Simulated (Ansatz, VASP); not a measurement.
**One calculation of Na, two programs**

INCAR

```
SYSTEM = Na
PREC = Accurate ; ENCUT = 520
EDIFF = 1E-7 ; ISMEAR = -1
SIGMA = 0.08 ; LREAL = .False.
LASPH = .True. ; NELM = 80
ALGO = Normal ; ISIF = 2
LWAVE = .False. ; LCHARG = .False.
GGA = PS ; NBANDS = 10
```

File KPOINTS:

```
Automatic mesh
0
Gamma
  12 12 12
  0 0 0
```

File POSCAR:

```
Na
1.0
    2.8316090023      0.0000000000      0.0000000000
    0.0000000000      2.8316090023      0.0000000000
    0.0000000000      0.0000000000      2.8316090023
Na
1
Direct
    0.0000000000      0.0000000000      0.0000000000
```

Input for Ansatz:

```yaml
crystal:
  lattice:
    - [2.8316090023, 0.0, 0.0]
    - [0.0, 2.8316090023, 0.0]
    - [0.0, 0.0, 2.8316090023]
  atoms:
    - { symbol: Na, position: [0.0, 0.0, 0.0] }
kpoints:
  mp_grid: { grid: [12, 12, 12] }
scf:
  occupations: { method: fermi_dirac, width: 0.08 }
hamiltonian:
  xc: pbesol
  pseudopotentials: { kind: all_electron, lapw: { basis_error: 0.001 } }
output:
  forces: true
  stress: true
  eigenvalues: true
  populations: true
```

Change from the starting cell: volume scaled by 0.58, LAPW.

Alike in both runs: task single point; functional PBEsol; k mesh 12 × 12 × 12; occupations fermi-dirac, width 0.08 eV; no spin polarisation.

|  | VASP | Ansatz |
| --- | --- | --- |
| version | VASP 6.6.1 | Ansatz 0.2.0 |
| potentials or method | VASP PAW PBE potentials, release 64 (Na_pv), cutoff 520 eV | all-electron LAPW, scalar-relativistic |

```csv
,VASP,Ansatz,Ansatz less VASP
pressure (GPa),9.3,9.2,-0.05
```

VASP's potentials were made for PBE, not for PBEsol. Ansatz ran all-electron here, and VASP with PAW potentials.
